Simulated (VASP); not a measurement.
Input of a VASP 6.6.1 run:

The input POSCAR:

```
Ta6N5
1.0
    3.1088180367      0.0000000000      0.0000000000
   -1.5544090183      2.6923153955      0.0000000000
    0.0000000000      0.0000000000     27.6916964884
Ta N
6 5
Direct
    0.3333333333      0.6666666667      0.2728371098
    0.0000000000      0.0000000000      0.3612535478
    0.6666666667      0.3333333333      0.4534477194
    0.3333333333      0.6666666667      0.5465522845
    0.0000000000      0.0000000000      0.6387464517
    0.6666666667      0.3333333333      0.7271628851
    0.6666666667      0.3333333333      0.3162548135
    0.3333333333      0.6666666667      0.4068454712
    0.0000000000      0.0000000000      0.5000000023
    0.6666666667      0.3333333333      0.5931545314
    0.3333333333      0.6666666667      0.6837451832
```

INCAR.step1

```
SYSTEM = Ta6N5
  ALGO = Normal
  DIPOL = 0.5 0.5 0.500
  EDIFF = 1E-4
  ENCUT = 520
  GGA = PE
  IDIPOL = 3
  ISMEAR = 0
  LASPH = .True.
  LCHARG = .False.
  LDIPOL = .True.
  LREAL = .False.
  LWAVE = .True.
  NBANDS = 56
  NELM = 60
  PREC = Accurate
  SIGMA = 0.1
```

Contents of INCAR.step2:

```
SYSTEM = Ta6N5
  ALGO = Normal
  DIPOL = 0.5 0.5 0.500
  EDIFF = 1E-7
  ENCUT = 520
  IDIPOL = 3
  ISIF = 2
  ISMEAR = 0
  ISTART = 1
  LASPH = .True.
  LCHARG = .False.
  LDIPOL = .True.
  LMIXTAU = .True.
  LREAL = .False.
  LWAVE = .False.
  METAGGA = R2SCAN
  NBANDS = 56
  NELM = 60
  PREC = Accurate
  SIGMA = 0.1
```

The input KPOINTS:

```
k-points
0
Gamma
  12 12 1
  0 0 0
```

Potentials or basis: VASP PAW PBE potentials, release 64 (Ta_pv, N).

Command:

```sh
$ cat potpaw_PBE.64/Ta_pv/POTCAR potpaw_PBE.64/N/POTCAR > POTCAR
$ cp INCAR.step1 INCAR
$ mpirun -np 1 vasp_std > vasp.out
$ cp INCAR.step2 INCAR
$ mpirun -np 1 vasp_std > vasp.out
```

Q: Predict the band gap on the k mesh.

A: Zero (an odd number of electrons rules out a gap without spin polarisation).

Q: Predict the largest force.

A: 0.079 eV/Å.

Forces in eV/Å, atoms in the order of the input:
```
Ta   0.000  0.000 -0.079
Ta   0.000  0.000 -0.005
Ta   0.000  0.000  0.013
Ta   0.000  0.000 -0.013
Ta   0.000  0.000  0.005
Ta   0.000  0.000  0.079
N    0.000  0.000 -0.047
N    0.000  0.000  0.012
N    0.000  0.000  0.000
N    0.000  0.000 -0.012
N    0.000  0.000  0.047
```

Caveat: the PAW data sets were made with another functional, which shifts forces and pressure a little; spin-orbit coupling is left out, which moves the levels of the heavy elements.
